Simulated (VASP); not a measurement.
The system is K2IF.

```
CELL_PARAMETERS angstrom
2.16868 1.25209 7.30610
-2.16868 1.25209 7.30610
0.00000 -2.50417 7.30610
ATOMIC_POSITIONS crystal
F 0.00000 0.00000 0.00000
I 0.50000 0.50000 0.50000
K 0.27250 0.27250 0.27250
K 0.72750 0.72750 0.72750
```

Base run:

| Property | Result |
| --- | --- |
| Program | VASP 6.6.1 |
| Functional | r2SCAN |
| Potentials or basis | VASP PAW PBE potentials, release 64 (F, I, K_sv) |
| Cutoff | 520 eV |
| k mesh | 8 × 8 × 8 |
| Occupations | gaussian, width 0.01 eV |
| Spin | no spin polarisation |

Its results: band gap on the k mesh 3.63 eV; pressure 0.0 GPa; largest force 0.004 eV/Å.

Q: The run is repeated on the same cell with these changes: functional from r2SCAN to PBE; occupations from gaussian, width 0.01 eV to fermi-dirac, width 0.02 eV. What comes out?

A: Band gap on the k mesh 3.09 eV; pressure 0.8 GPa; largest force 0.082 eV/Å.

Caveats: spin-orbit coupling is left out, which moves the levels of the heavy elements; the PAW data sets were made with another functional, which shifts forces and pressure a little (at least some runs).

A k mesh can miss the band edges.
